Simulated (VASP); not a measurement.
Set up this calculation in VASP 6.6.1, as the native input.

```
Task                   : single point
Functional             : PBE
Potentials or basis    : VASP PAW PBE potentials, release 64 (Al, P)
Cutoff                 : 500 eV
k mesh                 : 6 × 6 × 6
Occupations            : gaussian, width 0.01 eV
Spin                   : no spin polarisation
Dipole correction      : no
Further INCAR settings : ALGO = Normal; EDIFF = 1e-06; NBANDS = 11
```

The structure of AlP lies in POSCAR:

```
AlP
1.0
    0.0000000000      2.7537262664      2.7537262664
    2.7537262664      0.0000000000      2.7537262664
    2.7537262664      2.7537262664      0.0000000000
Al P
1 1
Direct
    0.0000000000      0.0000000000      0.0000000000
    0.2500000000      0.2500000000      0.2500000000
```

The input as run:

INCAR

```
SYSTEM = AlP
  PREC = Accurate
  ENCUT = 500
  EDIFF = 1E-6
  ISMEAR = 0
  SIGMA = 0.01
  LREAL = .False.
  LASPH = .True.
  NELM = 120
  ALGO = Normal
  ISIF = 2
  LWAVE = .False.
  LCHARG = .False.
  GGA = PE
  NBANDS = 11
  GGA_COMPAT = .False.
```

KPOINTS

```
Automatic mesh
0
Gamma
  6 6 6
  0 0 0
```

Potentials or basis: VASP PAW PBE potentials, release 64 (Al, P).

Command:

```bash
$ cat potpaw_PBE.64/Al/POTCAR potpaw_PBE.64/P/POTCAR > POTCAR
$ mpirun -np 1 vasp_std > vasp.out
```

It gave:

The pressure is 0.0 GPa and the band gap on the k mesh is 1.63 eV, indirect (least direct gap 3.08 eV).

Wall time 3.6 s on 1 thread of Intel(R) Xeon(R) 6975P-C (Granite Rapids), with other jobs on the host, peak memory 0.14 GiB.
